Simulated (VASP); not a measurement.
A run of VASP 6.6.1 is set up as follows.

INCAR

```
SYSTEM = MgO
  PREC = Accurate
  ENCUT = 520
  EDIFF = 1E-7
  ISMEAR = -1
  SIGMA = 0.1
  LREAL = .False.
  LASPH = .True.
  NELM = 60
  ALGO = Normal
  ISIF = 2
  LWAVE = .False.
  LCHARG = .True.
  GGA = PS
  LELF = .True.
  LVHAR = .True.
  NBANDS = 11
```

File KPOINTS:

```
Automatic mesh
0
Gamma
  16 16 16
  0 0 0
```

POSCAR

```
MgO
1.0
    0.0000000000      2.1071401257      2.1071401257
    2.1071401257      0.0000000000      2.1071401257
    2.1071401257      2.1071401257      0.0000000000
Mg O
1 1
Direct
    0.0000000000      0.0000000000      0.0000000000
    0.5000000000      0.5000000000      0.5000000000
```

Potentials or basis: VASP PAW PBE potentials, release 64 (Mg, O).

The run is started by

```console
$ cat potpaw_PBE.64/Mg/POTCAR potpaw_PBE.64/O/POTCAR > POTCAR
$ mpirun -np 1 vasp_std > vasp.out
```

(1) Predict the pressure.

(2) Predict the band gap on the k mesh.

Answers

(1) -0.5 GPa.

(2) 4.62 eV, direct.

Caveat: the PAW data sets were made with another functional, which shifts forces and pressure a little.
